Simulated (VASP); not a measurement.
Write the native input for VASP 6.6.1 that does the following.

* Task: single point
* Functional: PBE
* Potentials or basis: VASP PAW PBE potentials, release 64 (Li_sv)
* Cutoff: 520 eV
* k mesh: 16 × 16 × 15
* Occupations: fermi-dirac, width 0.1 eV
* Spin: no spin polarisation
* Dipole correction: no
* Further INCAR settings: ALGO = Normal; EDIFF = 1e-06; NBANDS = 8

The structure of Li lies in POSCAR:

```
Li
1.0
    2.8596667449      0.0000000000      0.0000000000
   -1.4298333724      2.4765440474      0.0000000000
    0.0000000000      0.0000000000      2.6356740021
Li
1
Direct
    0.0000000000      0.0000000000      0.0000000000
```

This isn't the form of Li at room conditions, which is bcc.

The input as run:

INCAR

```
SYSTEM = Li
ALGO = Normal
EDIFF = 1E-6
ENCUT = 520
GGA = PE
ISIF = 2
ISMEAR = -1
LASPH = .TRUE.
LCHARG = .TRUE.
LELF = .TRUE.
LREAL = .FALSE.
LVHAR = .TRUE.
LWAVE = .FALSE.
NBANDS = 8
NELM = 80
PREC = Accurate
SIGMA = 0.1
```

KPOINTS

```
k-points
0
G
  16 16 15
  0 0 0
```

Potentials or basis: VASP PAW PBE potentials, release 64 (Li_sv).

The run is started by

```bash
$ cat potpaw_PBE.64/Li_sv/POTCAR > POTCAR
$ mpirun -np 1 vasp_std > vasp.out
```

It gave:

```yaml
Band_gap_on_the_k_mesh: zero (an odd number of electrons rules out a gap without spin polarisation)
```

It took 28 s on 1 thread of Intel Xeon 8259CL (shared host), peak memory 0.14 GiB.
